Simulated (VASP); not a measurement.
Wanted: the native input for a VASP 6.6.1 run.

```yaml
Task: single point
Functional: PBEsol
Potentials_or_basis: VASP PAW PBE potentials, release 64 (In_d, Sb)
Cutoff: 500 eV
k_mesh: 14 × 14 × 8
Occupations: gaussian, width 0.15 eV
Spin: no spin polarisation
Dipole_correction: no
Further_INCAR_settings: ALGO = Normal; EDIFF = 1e-06; NBANDS = 16
```

The structure of InSb lies in POSCAR:

```
InSb
1.0
    2.9147411475      0.0000000000      0.0000000000
    0.0000000000      3.0361886953      0.0000000000
    0.0000000000      0.0000000000      6.3402101410
In Sb
1 1
Direct
    0.0000000000      0.0000000000      0.0000000000
    0.0000000000      0.0000000000      0.5000000000
```

This cell differs from its parent crystal: normal strain along x -0.0400, normal strain along z +0.0400.

One way to write it, as run:

INCAR

```
SYSTEM = InSb
PREC     = Accurate       ! precision mode
ENCUT    = 500            ! plane-wave cutoff, eV
EDIFF    = 1E-6           ! SCF threshold, eV
ISMEAR   = 0              ! smearing method
SIGMA    = 0.15           ! smearing width, eV
LREAL    = .FALSE.        ! projectors in reciprocal space
LASPH    = .TRUE.         ! aspherical terms in the spheres
NELM     = 120            ! most SCF steps
ALGO     = Normal         ! electronic algorithm
ISIF     = 2              ! what is computed and relaxed
LWAVE    = .FALSE.        ! write WAVECAR
LCHARG   = .FALSE.        ! write CHGCAR
GGA      = PS             ! functional
NBANDS   = 16             ! bands
GGA_COMPAT= .FALSE.
```

KPOINTS

```
Automatic mesh
0
G
  14 14 8
  0 0 0
```

Potentials or basis: VASP PAW PBE potentials, release 64 (In_d, Sb).

The run is started by

```console
$ cat potpaw_PBE.64/In_d/POTCAR potpaw_PBE.64/Sb/POTCAR > POTCAR
$ mpirun -np 1 vasp_std > vasp.out
```

It gave:

| Quantity | Value |
| --- | --- |
| Pressure | 0.7 GPa |
| Band gap on the k mesh | zero (bands 9 and 10 overlap by 6.28 eV) |

Caveat: the cell differs from its parent crystal (normal strain along x -0.0400, normal strain along z +0.0400); the PAW data sets were made with another functional, which shifts forces and pressure a little; spin-orbit coupling is left out, which moves the levels of the heavy elements.

Run time: 90 s on 1 thread of Intel(R) Xeon(R) Platinum 8488C (Sapphire Rapids), on a shared host, peak memory 0.39 GiB.
